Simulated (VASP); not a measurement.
# BaTiO3 (R3m) in VASP: further runs

BaTiO3 is run at these levels: PBE; tasks: relaxation of the atoms.

Program: VASP 6.6.1. These are calculated values, not measurements. Logs are shortened: lines on timing, memory, paths and dates and some standing lists are left out, and cuts for length are marked.

## Step 1: The cell of the first run

The structure is trigonal, space group R3m (No. 160). The conventional cell has a = 5.655 Å, b = 5.655 Å, c = 6.814 Å, α = 90.00°, β = 90.00°, γ = 120.00°. Within 3.6 Å of Ba (site symmetry 3m) lie 12 O at 2.73 to 2.86 Å and 8 Ti at 3.33 to 3.49 Å. Ti (site symmetry 3m) has 6 O at 1.87 to 2.11 Å within 2.5 Å. O (site symmetry m) has 2 Ti at 1.87 to 2.11 Å within 2.5 Å.

## Step 2: Relaxation of the atoms, PBE (z stretched by -2 %)

Contents of INCAR:

```
SYSTEM = BaTiO3
PREC = Accurate
ENCUT = 520
EDIFF = 1E-7
ISMEAR = -1
SIGMA = 0.02
LREAL = .False.
LASPH = .True.
NELM = 100
ALGO = Normal
ISIF = 2
LWAVE = .False.
LCHARG = .False.
GGA = PE
IBRION = 2
NSW = 80
EDIFFG = -0.02
```

Contents of KPOINTS:

```
Automatic mesh
0
Gamma
  8 8 8
  0 0 0
```

Contents of POSCAR:

```
BaTiO3
1.0
    2.8276671207      1.6325543733      2.2713773724
   -2.8276671207      1.6325543733      2.2713773724
    0.0000000000     -3.2651087466      2.2713773724
Ba Ti O
1 1 3
Direct
   -0.0019542700     -0.0019542700     -0.0019542700
    0.4863645393      0.4863645393      0.4863645393
    0.5100995850      0.5100995850      0.0166905607
    0.0166905607      0.5100995850      0.5100995850
    0.5100995850      0.0166905607      0.5100995850
```

Potentials or basis: VASP PAW PBE potentials, release 64 (Ba_sv, Ti_sv, O).

Started as:

```bash
cat potpaw_PBE.64/Ba_sv/POTCAR potpaw_PBE.64/Ti_sv/POTCAR potpaw_PBE.64/O/POTCAR > POTCAR
mpirun -np 1 vasp_std > vasp.out
```

OUTCAR:

```text
SYSTEM = BaTiO3
   PREC = Accurate
   ENCUT = 520
   EDIFF = 1E-7
   ISMEAR = -1
   LREAL = .False.
   LASPH = .True.
   NELM = 100
   ISIF = 2
   GGA = PE
   IBRION = 2
   NSW = 80
   EDIFFG = -0.02

 ion  position               nearest neighbor table
   1  0.998  0.998  0.998-   3 2.73   4 2.73   5 2.73   4 2.83   5 2.83   5 2.83   4 2.83   3 2.83
                             3 2.83   3 2.86   4 2.86   5 2.86   2 3.33   2 3.43   2 3.43   2 3.43
   2  0.486  0.486  0.486-   3 1.87   4 1.87   5 1.87   3 2.11   4 2.11   5 2.11   1 3.33   1 3.43
                             1 3.43   1 3.43   1 3.48   1 3.48   1 3.48   1 3.49
   3  0.510  0.510  0.017-   2 1.87   2 2.11   1 2.73   1 2.83   1 2.83   1 2.86
   4  0.017  0.510  0.510-   2 1.87   2 2.11   1 2.73   1 2.83   1 2.83   1 2.86
   5  0.510  0.017  0.510-   2 1.87   2 2.11   1 2.73   1 2.83   1 2.83   1 2.86

  LATTYP: Found a trigonal (rhomboedric) cell.
 ALAT       =     3.9774477112
 COS(alpha) =    -0.0108287875

  Lattice vectors:

 A1 = (   2.8276671207,   1.6325543733,   2.2713773724)
 A2 = (  -2.8276671207,   1.6325543733,   2.2713773724)
 A3 = (   0.0000000000,  -3.2651087466,   2.2713773724)

Analysis of symmetry for initial positions (statically):
=====================================================================
 Subroutine PRICEL returns:
 Original cell was already a primitive cell.

 Routine SETGRP: Setting up the symmetry group for a
 trigonal (rhombohedral) supercell.

 Subroutine GETGRP returns: Found  6 space group operations
 (whereof  6 operations were pure point group operations)
 out of a pool of 12 trial point group operations.

The static configuration has the point symmetry C_3v.

Analysis of symmetry for dynamics (positions and initial velocities):
=====================================================================
 Subroutine PRICEL returns:
 Original cell was already a primitive cell.

 Routine SETGRP: Setting up the symmetry group for a
 trigonal (rhombohedral) supercell.

 Subroutine GETGRP returns: Found  6 space group operations
 (whereof  6 operations were pure point group operations)
 out of a pool of 12 trial point group operations.

The dynamic configuration has the point symmetry C_3v.

 Subroutine INISYM returns: Found  6 space group operations
 (whereof  6 operations are pure point group operations),
 and found     1 'primitive' translations

----------------------------------------------------------------------------------------

                                     Primitive cell

  volume of cell :      62.9124

  direct lattice vectors                    reciprocal lattice vectors
     2.827667121  1.632554373  2.271377372     0.176824208  0.102089504  0.146753832
    -2.827667121  1.632554373  2.271377372    -0.176824208  0.102089504  0.146753832
     0.000000000 -3.265108747  2.271377372     0.000000000 -0.204179009  0.146753832

  length of vectors
     3.977447711  3.977447711  3.977447711     0.251447320  0.251447320  0.251447320

  position of ions in fractional coordinates (direct lattice)
     0.998045730  0.998045730  0.998045730
     0.486364539  0.486364539  0.486364539
     0.510099585  0.510099585  0.016690561
     0.016690561  0.510099585  0.510099585
     0.510099585  0.016690561  0.510099585

  ion indices of the primitive-cell ions
   primitive index   ion index
                 1           1
                 2           2
                 3           3
                 4           4
                 5           5

----------------------------------------------------------------------------------------

 KPOINTS: Automatic mesh

Automatic generation of k-mesh.
 Grid dimensions read from file:
 generate k-points for:    8    8    8

 Generating k-lattice:

  Cartesian coordinates                     Fractional coordinates (reciprocal lattice)
     0.022103026  0.012761188  0.018344229     0.125000000  0.000000000  0.000000000
    -0.022103026  0.012761188  0.018344229     0.000000000  0.125000000  0.000000000
     0.000000000 -0.025522376  0.018344229     0.000000000  0.000000000  0.125000000

  Length of vectors
     0.031430915  0.031430915  0.031430915

  Shift w.r.t. Gamma in fractional coordinates (k-lattice)
     0.000000000  0.000000000  0.000000000

 Subroutine IBZKPT returns following result:
 ===========================================

 Found     65 irreducible k-points:

 Following reciprocal coordinates:
            Coordinates               Weight
  0.000000  0.000000  0.000000      1.000000
  0.125000 -0.000000  0.000000      6.000000
  0.250000 -0.000000  0.000000      6.000000
  0.375000  0.000000  0.000000      6.000000
  0.500000 -0.000000  0.000000      3.000000
  0.125000  0.125000  0.000000      6.000000
[... 16 lines left out ...]
  0.250000  0.125000  0.125000      6.000000
  0.375000  0.125000  0.125000      6.000000
 [... further k-points ...]
   k-points           NKPTS =     65   k-points in BZ     NKDIM =     65   number of bands    NBANDS=     24
   number of dos      NEDOS =    301   number of ions     NIONS =      5
   total plane-waves  NPLWV =  27000
   dimension x,y,z NGX =    30 NGY =   30 NGZ =   30
   dimension x,y,z NGXF=    60 NGYF=   60 NGZF=   60
   ions per type =               1   1   3
   NGX,Y,Z   is equivalent  to a cutoff of  12.54, 12.54, 12.54 a.u.
   NGXF,Y,Z  is equivalent  to a cutoff of  25.08, 25.08, 25.08 a.u.
 SYSTEM =  BaTiO3
   PREC   = accura    normal or accurate (medium, high low for compatibility)
   ISTART =      0    job   : 0-new  1-cont  2-samecut
   ICHARG =      2    charge: 1-file 2-atom 10-const
   ISPIN  =      1    spin polarized calculation?
   LNONCOLLINEAR =      F non collinear calculations
   LSORBIT =      F    spin-orbit coupling
   LASPH  =      T    aspherical Exc in radial PAW
   ENCUT  =  520.0 eV  38.22 Ry    6.18 a.u.   7.40  7.40  7.40*2*pi/ulx,y,z
   NELM   =    100;   NELMIN=  2; NELMDL= -5     # of ELM steps
   EDIFF  = 0.1E-06   stopping-criterion for ELM
   LREAL  =      F    real-space projection
   EDIFFG = -.2E-01   stopping-criterion for IOM
   NSW    =     80    number of steps for IOM
   IBRION =      2    ionic relax: 0-MD 1-quasi-New 2-CG
   NFREE  =      1    steps in history (QN), initial steepest desc. (CG)
   ISIF   =      2    stress and relaxation
   ISYM   =      2    0-nonsym 1-usesym 2-fastsym
   POTIM  = 0.5000    time-step for ionic-motion
   TEBEG  =    0.0;   TEEND  =   0.0 temperature during run
   PSTRESS=    0.0 pullay stress
   NELECT =      40.0000    total number of electrons
   NUPDOWN=      -1.0000    fix difference up-down
   EMIN   =  10.00;   EMAX   =-10.00  energy-range for DOS
   EFERMI =   0.00;   METHOD = LEGACY
   ISMEAR =    -1;   SIGMA  =   0.02  broadening in eV -4-tet -1-fermi 0-gaus
   EFERMI_NEDOS =   21; number of points for ismear=-14 and -15
   IALGO  =     38    algorithm
   IMIX   =      4    mixing-type and parameters
     AMIX     =   0.40;   BMIX     =  1.00
     AMIX_MAG =   1.60;   BMIX_MAG =  1.00
  volume/ion in A,a.u.               =      12.58        84.91
  Fermi-wavevector in a.u.,A,eV,Ry     =   1.407719  2.660203 26.962299  1.981673
  Thomas-Fermi vector in A             =   2.529950
   LORBIT       =      0    0 simple, 1 ext, 2 COOP (PROOUT), +10 PAW based schemes
   GGA     = PE    functional components
   LHFCALC =     F    Hartree Fock is set to
   AEXX    =    0.0000 exact exchange contribution
   IVDW    =     0    specifies the selected vdW correction
   LEPSILON=     F    determine dielectric tensor
   LRPA    =     F    only Hartree local field effects (RPA)
 conjugate gradient relaxation of ions
 non-spin polarized calculation
  energy-cutoff  :      520.00
  volume of cell :       62.91
 maximum number of plane-waves:      1731
 NGX is ok and might be reduce to    30
   NGX = 15   NGY = 15   NGZ = 15

--------------------------------------- Ionic step        1  -------------------------------------------

 number of electron      39.9999995 magnetization

 Free energy of the ion-electron system (eV)
  ---------------------------------------------------
  ext. energy  EPLUGINS =         0.00000000
  ---------------------------------------------------
  free energy    TOTEN  =       -39.91449365 eV

  energy without entropy =      -39.91449365  energy(sigma->0) =      -39.91449365

------------------------ aborting loop because EDIFF is reached ----------------------------------------

  FORCE on cell =-STRESS in cart. coord.  units (eV):
  Direction    XX          YY          ZZ          XY          YZ          ZX
  --------------------------------------------------------------------------------------
  -------------------------------------------------------------------------------------
  Total        3.3514637      3.3514637      5.2152320      0.0000000     -0.0000000     -0.0000000
  in kB       85.3510017     85.3510017    132.8151860      0.0000000     -0.0000000     -0.0000000
  external PRESSURE =     101.1723964 kB  Pullay stress =       0.0000000 kB

 VOLUME and BASIS-vectors are now :
 -----------------------------------------------------------------------------
  energy-cutoff  :      520.00
  volume of cell :       62.91
      direct lattice vectors                 reciprocal lattice vectors
     2.827667121  1.632554373  2.271377372     0.176824208  0.102089504  0.146753832
    -2.827667121  1.632554373  2.271377372    -0.176824208  0.102089504  0.146753832
     0.000000000 -3.265108747  2.271377372     0.000000000 -0.204179009  0.146753832
[... 118 lines left out ...]
 POSITION                                       TOTAL-FORCE (eV/Angst)
 -----------------------------------------------------------------------------------
      0.00000      0.00000      6.81315         0.000000     -0.000000      0.040327
      0.00000      0.00000      3.34645         0.000000      0.000000      0.005134
      0.00000      1.61805      2.34029         0.000000     -0.020792     -0.015153
     -1.40127     -0.80902      2.34029         0.018007      0.010396     -0.015153
      1.40127     -0.80902      2.34029        -0.018007      0.010396     -0.015153
 -----------------------------------------------------------------------------------
    total drift:                               -0.000000      0.000004     -0.000322

  FREE ENERGIE OF THE ION-ELECTRON SYSTEM (eV)
  ---------------------------------------------------
  free  energy   TOTEN  =       -39.9227376405 eV

  energy  without entropy=      -39.9227376405  energy(sigma->0) =      -39.92273764

--------------------------------------- Ionic step        5  -------------------------------------------

 number of electron      40.0000022 magnetization

 Free energy of the ion-electron system (eV)
  ---------------------------------------------------
  ext. energy  EPLUGINS =         0.00000000
  ---------------------------------------------------
  free energy    TOTEN  =       -39.92292024 eV

  energy without entropy =      -39.92292024  energy(sigma->0) =      -39.92292024

 E-fermi :   4.5258     XC(G=0): -11.3529

 val. band max:        3.9760242587   @ k =   0.5000   0.5000   0.5000
 cond. band min:       6.0638867254   @ k =   0.0000   0.0000   0.0000
 fundamental gap:      2.0878624667
 Fermi energy:         4.5258414179

 k-point     1 :       0.0000    0.0000    0.0000
  band No.  band energies     occupation
      1     -52.4422      2.00000
      2     -28.6934      2.00000
      3     -28.6792      2.00000
      4     -28.6792      2.00000
      5     -20.8087      2.00000
      6     -12.9521      2.00000
[... 16 lines left out ...]
     23       6.0927      0.00000
     24       8.2600      0.00000
[... 598 lines left out ...]
      2     -28.7337      2.00000
      3     -28.6937      2.00000
      4     -28.6853      2.00000
      5     -20.6693      2.00000
      6     -13.0289      2.00000
[... 16 lines left out ...]
     23       7.5155      0.00000
     24       8.8742      0.00000

 [... further k-points ...]

------------------------ aborting loop because EDIFF is reached ----------------------------------------

  FORCE on cell =-STRESS in cart. coord.  units (eV):
  Direction    XX          YY          ZZ          XY          YZ          ZX
  --------------------------------------------------------------------------------------
  -------------------------------------------------------------------------------------
  Total        2.8679766      2.8679766      4.6524655     -0.0000000      0.0000000      0.0000000
  in kB       73.0381396     73.0381396    118.4833324     -0.0000000      0.0000000      0.0000000
  external PRESSURE =      88.1865372 kB  Pullay stress =       0.0000000 kB

 VOLUME and BASIS-vectors are now :
 -----------------------------------------------------------------------------
  energy-cutoff  :      520.00
  volume of cell :       62.91
      direct lattice vectors                 reciprocal lattice vectors
     2.827667121  1.632554373  2.271377372     0.176824208  0.102089504  0.146753832
    -2.827667121  1.632554373  2.271377372    -0.176824208  0.102089504  0.146753832
     0.000000000 -3.265108747  2.271377372     0.000000000 -0.204179009  0.146753832

 POSITION                                       TOTAL-FORCE (eV/Angst)
 -----------------------------------------------------------------------------------
      0.00000      0.00000      0.00243         0.000000      0.000000      0.013641
      0.00000      0.00000      3.34874         0.000000      0.000000     -0.001705
      0.00000      1.61609      2.33839         0.000000      0.010244     -0.003979
     -1.39957     -0.80804      2.33839        -0.008871     -0.005122     -0.003979
      1.39957     -0.80804      2.33839         0.008871     -0.005122     -0.003979
 -----------------------------------------------------------------------------------
    total drift:                               -0.000000      0.000004     -0.000478

  FREE ENERGIE OF THE ION-ELECTRON SYSTEM (eV)
  ---------------------------------------------------
  free  energy   TOTEN  =       -39.9229202381 eV

  energy  without entropy=      -39.9229202381  energy(sigma->0) =      -39.92292024

 reached required accuracy - stopping structural energy minimisation
```

Run time: 7 min. Hardware: 1 thread of Oxide Virtual Turin-like, shared host; peak memory 0.21 GiB.

What came out:

* Free energy: -39.9229 eV
* Energy gained by relaxing: 1.7 meV/atom
* Ionic steps: 5
* Pressure after relaxing: 8.8 GPa
* Largest force after relaxing: 0.014 eV/Å
* Band gap on the k mesh: 2.09 eV (least direct gap 2.38 eV)

Forces on the atoms (eV/Å):
```
Ba   0.000  0.000  0.014
Ti   0.000  0.000 -0.002
O    0.000  0.010 -0.004
O   -0.009 -0.005 -0.004
O    0.009 -0.005 -0.004
```

Step by step:
| step | energy change (eV) | largest force (eV/Å) | pressure (GPa) |
| --- | --- | --- | --- |
| 1 | 0.0000 | 0.2838 | 10.12 |
| 2 | -0.0054 | 0.1342 | 9.46 |
| 3 | -0.0072 | 0.0848 | 8.86 |
| 4 | -0.0082 | 0.0403 | 8.83 |
| 5 | -0.0084 | 0.0136 | 8.82 |

Final structure:
```xyz
5
Lattice="2.8277 1.6326 2.2714 -2.8277 1.6326 2.2714 0.0000 -3.2651 2.2714" Properties=species:S:1:pos:R:3 pbc="T T T"
Ba    0.0000    0.0000    0.0024
Ti    0.0000    0.0000    3.3487
O     0.0000    1.6161    2.3384
O    -1.3996   -0.8080    2.3384
O     1.3996   -0.8080    2.3384
```

Levels at points of the mesh, in eV from the valence-band top:
```
           k point  band 17  band 18  band 19  band 20  band 21  band 22  band 23  band 24
(0.00, 0.00, 0.00)    -1.17    -0.31    -0.31    -0.29     2.09     2.09     2.12     4.28
(0.50, 0.00, 0.00)    -1.83    -1.72    -0.84    -0.81     2.25     3.68     3.75     4.27
(0.50, 0.50, 0.00)    -1.69    -0.89    -0.87    -0.11     3.72     3.75     4.12     5.03
(0.50, 0.50, 0.50)    -2.31    -0.03    -0.03     0.00     4.30     4.41     4.41     6.74
```

Caveat: the cell differs from its parent crystal (z stretched by -2 %); spin-orbit coupling is left out, which moves the levels of the heavy elements. A k mesh can miss the band edges.

[end of part 1 of 2]
